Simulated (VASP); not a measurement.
**HfB: single point with LDA**

Crystal: HfB.

```xyz
2
Lattice="0.0000 2.3100 2.3100 2.3100 0.0000 2.3100 2.3100 2.3100 0.0000" Properties=species:S:1:pos:R:3 pbc="T T T"
Hf    2.3100    2.3100    2.3100
B     0.0000    0.0000    0.0000
```

```json
{
 "Program": "VASP 6.6.1",
 "Task": "single point",
 "Functional": "LDA",
 "Potentials or basis": "VASP PAW LDA potentials, release 64 (Hf_pv, B)",
 "Cutoff": "520 eV",
 "k mesh": "10 × 10 × 10",
 "Occupations": "fermi-dirac, width 0.05 eV",
 "Spin": "no spin polarisation",
 "Dipole correction": "no",
 "Further INCAR settings": "ALGO = Normal; EDIFF = 1e-07; NBANDS = 14"
}
```

| Item | Value |
| --- | --- |
| Pressure | 19.7 GPa |

Levels at points of the mesh, in eV from the Fermi level:
```csv
k point,band 4,band 5,band 6,band 7,band 8,band 9,band 10,band 11
"(0.00, 0.00, 0.00)",-9.41,2.14,2.14,2.14,3.98,3.98,3.98,4.19
"(0.50, 0.00, 0.00)",-4.97,-3.83,-1.37,-1.37,6.45,6.45,7.52,8.59
"(0.50, 0.50, 0.00)",-6.59,-1.11,-0.77,2.44,2.44,6.21,7.81,7.81
```

Run time: 4.9 s on 1 thread of Intel(R) Xeon(R) 6975P-C (Granite Rapids), on a shared host, peak memory 0.13 GiB.

Caveat: spin-orbit coupling is left out, which moves the levels of the heavy elements.
